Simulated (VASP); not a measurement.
# Mg in VASP: further runs

Runs on Mg. Level: PBE. Tasks: single point.

All numbers are computed with VASP 6.6.1; they aren't measurements. Logs are shortened: lines on timing, memory, paths and dates and some standing lists are left out, and cuts for length are marked.

## 1. The cell of the first run

The typed cell holds 2 atoms: a = 5.442 Å, b = 5.442 Å, c = 3.144 Å, α = 149.76°, β = 90.00°, γ = 90.00°.

## 2. Single point, PBE

The input, INCAR:

```
PREC = Accurate
ENCUT = 520
EDIFF = 1E-7
ISMEAR = 0
SIGMA = 0.1
LREAL = False
LASPH = True
NELM = 80
ALGO = Normal
ISIF = 2
LWAVE = False
LCHARG = False
GGA = PE
NBANDS = 9
```

The input, KPOINTS:

```
regular mesh
0
Gamma
  7 7 22
```

The input, POSCAR:

```
Mg
1.0
    5.4423086079      0.0000000000      0.0000000000
    0.0000000000      5.4423011279      0.0090231156
    0.0000000000     -2.7185457570      1.5786698597
Mg
2
Direct
    0.2500000000      0.3321268474     -0.0013633211
    0.7500000000      0.6678731526      0.0013633211
```

Potentials or basis: VASP PAW PBE potentials, release 64 (Mg).

The run is started by

```
> cat potpaw_PBE.64/Mg/POTCAR > POTCAR
> mpirun -np 1 vasp_std > vasp.out
```

OUTCAR:

```text
PREC = Accurate
   ENCUT = 520
   EDIFF = 1E-7
   ISMEAR = 0
   LREAL = False
   LASPH = True
   NELM = 80
   ISIF = 2
   GGA = PE

 ion  position               nearest neighbor table
   1  0.250  0.332  0.999-   2 3.27   2 3.27   2 3.27   2 3.27   2 3.28   2 3.28
   2  0.750  0.668  0.001-   1 3.27   1 3.27   1 3.27   1 3.27   1 3.28   1 3.28

  LATTYP: Found a simple monoclinic cell.
 ALAT       =     3.1436745313
 B/A-ratio  =     1.7311934024
 C/A-ratio  =     1.0028757867
 COS(beta)  =    -0.4942141221

  Lattice vectors:

 A1 = (   0.0000000000,  -2.7185457570,   1.5786698597)
 A2 = (   5.4423086079,   0.0000000000,   0.0000000000)
 A3 = (   0.0000000000,   2.7237553709,   1.5876929753)

Analysis of symmetry for initial positions (statically):
=====================================================================
 Subroutine PRICEL returns:
 Original cell was already a primitive cell.

 Routine SETGRP: Setting up the symmetry group for a
 simple monoclinic supercell.

 Subroutine GETGRP returns: Found  4 space group operations
 (whereof  2 operations were pure point group operations)
 out of a pool of  4 trial point group operations.

The static configuration has the point symmetry S_2 .
 The point group associated with its full space group is C_2h.

Analysis of symmetry for dynamics (positions and initial velocities):
=====================================================================
 Subroutine PRICEL returns:
 Original cell was already a primitive cell.

 Routine SETGRP: Setting up the symmetry group for a
 simple monoclinic supercell.

 Subroutine GETGRP returns: Found  4 space group operations
 (whereof  2 operations were pure point group operations)
 out of a pool of  4 trial point group operations.

The dynamic configuration has the point symmetry S_2 .
 The point group associated with its full space group is C_2h.

 Subroutine INISYM returns: Found  4 space group operations
 (whereof  2 operations are pure point group operations),
 and found     1 'primitive' translations

----------------------------------------------------------------------------------------

                                     Primitive cell

  volume of cell :      46.8916

  direct lattice vectors                    reciprocal lattice vectors
     5.442308608  0.000000000  0.000000000     0.183745552  0.000000000  0.000000000
     0.000000000  5.442301128  0.009023116     0.000000000  0.183222688  0.315518319
     0.000000000 -2.718545757  1.578669860     0.000000000 -0.001047236  0.631641274

  length of vectors
     5.442308608  5.442308608  3.143674531     0.183745552  0.364859375  0.631642142

  position of ions in fractional coordinates (direct lattice)
     0.250000000  0.332126847  0.998636679
     0.750000000  0.667873153  0.001363321

  ion indices of the primitive-cell ions
   primitive index   ion index
                 1           1
                 2           2

----------------------------------------------------------------------------------------

 KPOINTS: regular mesh

Automatic generation of k-mesh.
 Grid dimensions read from file:
 generate k-points for:    7    7   22

 Generating k-lattice:

  Cartesian coordinates                     Fractional coordinates (reciprocal lattice)
     0.026249365  0.000000000  0.000000000     0.142857143  0.000000000  0.000000000
     0.000000000  0.026174670  0.045074046     0.000000000  0.142857143 -0.000000000
     0.000000000 -0.000047602  0.028710967     0.000000000  0.000000000  0.045454545

  Length of vectors
     0.026249365  0.052122768  0.028711006

  Shift w.r.t. Gamma in fractional coordinates (k-lattice)
     0.000000000  0.000000000  0.000000000

 Subroutine IBZKPT returns following result:
 ===========================================

 Found    312 irreducible k-points:

 Following reciprocal coordinates:
            Coordinates               Weight
  0.000000  0.000000  0.000000      1.000000
  0.142857  0.000000  0.000000      2.000000
  0.285714  0.000000  0.000000      2.000000
  0.428571  0.000000  0.000000      2.000000
  0.000000  0.142857 -0.000000      2.000000
  0.142857  0.142857 -0.000000      4.000000
[... 16 lines left out ...]
  0.285714  0.142857  0.045455      4.000000
  0.428571  0.142857  0.045455      4.000000
 [... further k-points ...]
   k-points           NKPTS =    312   k-points in BZ     NKDIM =    312   number of bands    NBANDS=      9
   number of dos      NEDOS =    301   number of ions     NIONS =      2
   total plane-waves  NPLWV =  38400
   dimension x,y,z NGX =    40 NGY =   40 NGZ =   24
   dimension x,y,z NGXF=    80 NGYF=   80 NGZF=   48
   ions per type =               2
   NGX,Y,Z   is equivalent  to a cutoff of  12.22, 12.22, 12.69 a.u.
   NGXF,Y,Z  is equivalent  to a cutoff of  24.44, 24.44, 25.38 a.u.
 SYSTEM =  unknown system
   PREC   = accura    normal or accurate (medium, high low for compatibility)
   ISTART =      0    job   : 0-new  1-cont  2-samecut
   ICHARG =      2    charge: 1-file 2-atom 10-const
   ISPIN  =      1    spin polarized calculation?
   LNONCOLLINEAR =      F non collinear calculations
   LSORBIT =      F    spin-orbit coupling
   LASPH  =      T    aspherical Exc in radial PAW
   ENCUT  =  520.0 eV  38.22 Ry    6.18 a.u.  10.12 10.12  5.85*2*pi/ulx,y,z
   NELM   =     80;   NELMIN=  2; NELMDL= -5     # of ELM steps
   EDIFF  = 0.1E-06   stopping-criterion for ELM
   LREAL  =      F    real-space projection
   EDIFFG = 0.1E-05   stopping-criterion for IOM
   NSW    =      0    number of steps for IOM
   IBRION =     -1    ionic relax: 0-MD 1-quasi-New 2-CG
   NFREE  =      0    steps in history (QN), initial steepest desc. (CG)
   ISIF   =      2    stress and relaxation
   ISYM   =      2    0-nonsym 1-usesym 2-fastsym
   POTIM  = 0.5000    time-step for ionic-motion
   TEBEG  =    0.0;   TEEND  =   0.0 temperature during run
   PSTRESS=    0.0 pullay stress
   NELECT =       4.0000    total number of electrons
   NUPDOWN=      -1.0000    fix difference up-down
   EMIN   =  10.00;   EMAX   =-10.00  energy-range for DOS
   EFERMI =   0.00;   METHOD = LEGACY
   ISMEAR =     0;   SIGMA  =   0.10  broadening in eV -4-tet -1-fermi 0-gaus
   EFERMI_NEDOS =   21; number of points for ismear=-14 and -15
   IALGO  =     38    algorithm
   IMIX   =      4    mixing-type and parameters
     AMIX     =   0.40;   BMIX     =  1.00
     AMIX_MAG =   1.60;   BMIX_MAG =  1.00
  volume/ion in A,a.u.               =      23.45       158.22
  Fermi-wavevector in a.u.,A,eV,Ry     =   0.720659  1.361848  7.066175  0.519349
  Thomas-Fermi vector in A             =   1.810168
   LORBIT       =      0    0 simple, 1 ext, 2 COOP (PROOUT), +10 PAW based schemes
   GGA     = PE    functional components
   LHFCALC =     F    Hartree Fock is set to
   AEXX    =    0.0000 exact exchange contribution
   IVDW    =     0    specifies the selected vdW correction
   LEPSILON=     F    determine dielectric tensor
   LRPA    =     F    only Hartree local field effects (RPA)
 non-spin polarized calculation
 Gauss-broadening in eV      SIGMA  =   0.10
  energy-cutoff  :      520.00
  volume of cell :       46.89
 maximum number of plane-waves:      1278
   NGX = 21   NGY = 21   NGZ = 11

 number of electron       4.0000000 magnetization

 Free energy of the ion-electron system (eV)
  ---------------------------------------------------
  ext. energy  EPLUGINS =         0.00000000
  ---------------------------------------------------
  free energy    TOTEN  =        -2.99432922 eV

  energy without entropy =       -2.99027852  energy(sigma->0) =       -2.99230387

 E-fermi :   2.5149     XC(G=0):  -8.4249

 val. band max:        2.5071882231   @ k =   0.4286  -0.2857   0.4091
 cond. band min:       2.5180719777   @ k =   0.0000  -0.0000   0.3182
 fundamental gap:      0.0108837546
 Fermi energy:         2.5149018145

 k-point     1 :       0.0000    0.0000    0.0000
  band No.  band energies     occupation
      1      -4.3174      2.00000
      2       0.5929      2.00000
      3       0.7303      2.00000
      4      13.5944      0.00000
      5      13.8843      0.00000
      6      14.0763      0.00000
      7      14.1176      0.00000
      8      14.2806      0.00000
      9      15.1177      0.00000

 k-point     2 :       0.1429    0.0000    0.0000
  band No.  band energies     occupation
      1      -4.2135      2.00000
      2      -0.6397      2.00000
      3       2.1459      2.00000
      4      11.9642      0.00000
      5      13.9635      0.00000
      6      14.1552      0.00000
      7      14.1821      0.00000
      8      14.3441      0.00000
      9      16.0448      0.00000

 k-point     3 :       0.2857    0.0000    0.0000
  band No.  band energies     occupation
      1      -3.9023      2.00000
      2      -1.7499      2.00000
      3       3.8046      0.00000
      4       9.7558      0.00000
      5      14.1878      0.00000
      6      14.3628      0.00000
      7      14.3785      0.00000
      8      14.5269      0.00000
      9      16.4339      0.00000

 k-point     4 :       0.4286    0.0000    0.0000
  band No.  band energies     occupation
      1      -3.3858      2.00000
      2      -2.6670      2.00000
      3       5.6341      0.00000
      4       7.6244      0.00000
      5      14.4799      0.00000
      6      14.5600      0.00000
      7      14.6664      0.00000
      8      14.7326      0.00000
      9      15.8851      0.00000

 k-point     5 :       0.0000    0.1429   -0.0000
  band No.  band energies     occupation
      1      -3.9082      2.00000
      2       0.9704      2.00000
      3       1.1302      2.00000
      4       9.7048      0.00000
      5      12.1201      0.00000
      6      12.5814      0.00000
      7      13.9813      0.00000
      8      14.2268      0.00000
      9      15.4531      0.00000

 k-point     6 :       0.1429    0.1429   -0.0000
  band No.  band energies     occupation
      1      -3.8047      2.00000
      2      -0.2458      2.00000
      3       2.5275      0.85842
      4       9.7821      0.00000
      5      12.1888      0.00000
      6      12.2464      0.00000
      7      12.5010      0.00000
      8      14.0591      0.00000
      9      15.2053      0.00000
[... 169 lines left out ...]
 k-point    21 :       0.0000    0.1429    0.0455
  band No.  band energies     occupation
      1      -3.3971      2.00000
      2       1.4445      2.00000
      3       1.6226      2.00000
      4       7.7154      0.00000
      5      10.3199      0.00000
      6      12.1427      0.00000
      7      12.2068      0.00000
      8      13.4804      0.00000
      9      14.7658      0.00000

 k-point    22 :       0.1429    0.1429    0.0455
  band No.  band energies     occupation
      1      -3.2941      2.00000
      2       0.2454      2.00000
      3       2.9992      0.00000
      4       7.8073      0.00000
      5      10.2994      0.00000
      6      11.2038      0.00000
      7      12.6145      0.00000
      8      13.2530      0.00000
      9      13.7908      0.00000

 k-point    23 :       0.2857    0.1429    0.0455
  band No.  band energies     occupation
      1      -2.9857      2.00000
      2      -0.8533      2.00000
      3       4.6266      0.00000
      4       8.0742      0.00000
      5       9.7994      0.00000
      6      10.4203      0.00000
      7      11.3274      0.00000
      8      12.8636      0.00000
      9      13.7214      0.00000

 k-point    24 :       0.4286    0.1429    0.0455
  band No.  band energies     occupation
      1      -2.4739      2.00000
      2      -1.7617      2.00000
      3       6.3971      0.00000
      4       8.1258      0.00000
      5       8.7631      0.00000
      6       9.3017      0.00000
      7      11.4915      0.00000
      8      12.0780      0.00000
      9      14.2218      0.00000

 [... further k-points ...]
[... 5 lines left out ...]
  --------------------------------------------------------------------------------------
  -------------------------------------------------------------------------------------
  Total       -0.6625703      0.1069556     -0.0350437      0.0000000      0.0008044      0.0000000
  in kB      -22.6384832      3.6544234     -1.1973622      0.0000000      0.0274831      0.0000000
  external PRESSURE =      -6.7271407 kB  Pullay stress =       0.0000000 kB

 VOLUME and BASIS-vectors are now :
 -----------------------------------------------------------------------------
  energy-cutoff  :      520.00
  volume of cell :       46.89
      direct lattice vectors                 reciprocal lattice vectors
     5.442308608  0.000000000  0.000000000     0.183745552  0.000000000  0.000000000
     0.000000000  5.442301128  0.009023116     0.000000000  0.183222688  0.315518319
     0.000000000 -2.718545757  1.578669860     0.000000000 -0.001047236  0.631641274

 POSITION                                       TOTAL-FORCE (eV/Angst)
 -----------------------------------------------------------------------------------
      1.36058     -0.90731      1.57951        -0.000000     -0.000078      0.000142
      4.08173      3.63106      0.00818         0.000000      0.000078     -0.000142
 -----------------------------------------------------------------------------------
    total drift:                               -0.000000     -0.000000     -0.000000

  FREE ENERGIE OF THE ION-ELECTRON SYSTEM (eV)
  ---------------------------------------------------
  free  energy   TOTEN  =        -2.9943292237 eV

  energy  without entropy=       -2.9902785240  energy(sigma->0) =       -2.99230387
```

It took 38 s on 1 thread of Intel Xeon 6975P-C (Granite Rapids), shared host; peak memory 0.27 GiB.

Results:

- Free energy: -2.9943 eV
- Pressure: -0.7 GPa
- Band gap on the k mesh: zero (band 2 reaches 3.52 eV, above the bottom of band 3 at 0.73 eV)

## 3. Single point, PBE

This run uses another cell than the first one, of 23.27 Å³/atom, 0.992 times its volume.

The input, INCAR:

```
  PREC = Accurate
  ENCUT = 520
  EDIFF = 1E-6
  ISMEAR = 0
  SIGMA = 0.1
  LREAL = F
  LASPH = T
  NELM = 80
  ALGO = Fast
  ISIF = 2
  LWAVE = F
  LCHARG = F
  GGA = PE
  ISYM = 0
  NBANDS = 9
```

KPOINTS is that of step 2.

The input, POSCAR:

```
Mg
1.0
    5.4423086079      0.0000000000      0.0000000000
    0.0000000000      5.4423086079      0.0000000000
    0.0000000000     -2.7211543040      1.5710941098
Mg
2
Direct
    0.2500000000      0.3333333333      0.0000000000
    0.7500000000      0.6666666667      0.0000000000
```

Potentials or basis: VASP PAW PBE potentials, release 64 (Mg).

The run is started by

```
> cat potpaw_PBE.64/Mg/POTCAR > POTCAR
> mpirun -np 1 vasp_std > vasp.out
```

It took 58 s on 1 thread of Intel Xeon 6975P-C (Granite Rapids), shared host; peak memory 0.35 GiB.

The run converged. Its results:

* Free energy: -2.9940 eV
* Pressure: -0.4 GPa
* Band gap on the k mesh: zero (band 2 reaches 3.58 eV, above the bottom of band 3 at 0.73 eV)

Stress tensor (GPa, compression positive):
```
-2.08  0.00  0.00
 0.00  0.52  0.09
 0.00  0.09  0.39
```

Levels at points of the mesh, in eV from the Fermi level:
```
           k point  band 1  band 2  band 3  band 4  band 5  band 6
(0.00, 0.00, 0.00)   -6.86   -1.95   -1.82   11.07   11.56   11.56
(0.00, 0.00, 0.50)   -1.95   -1.87    2.60    2.83    2.92    3.39
```

[end of part 1 of 2]
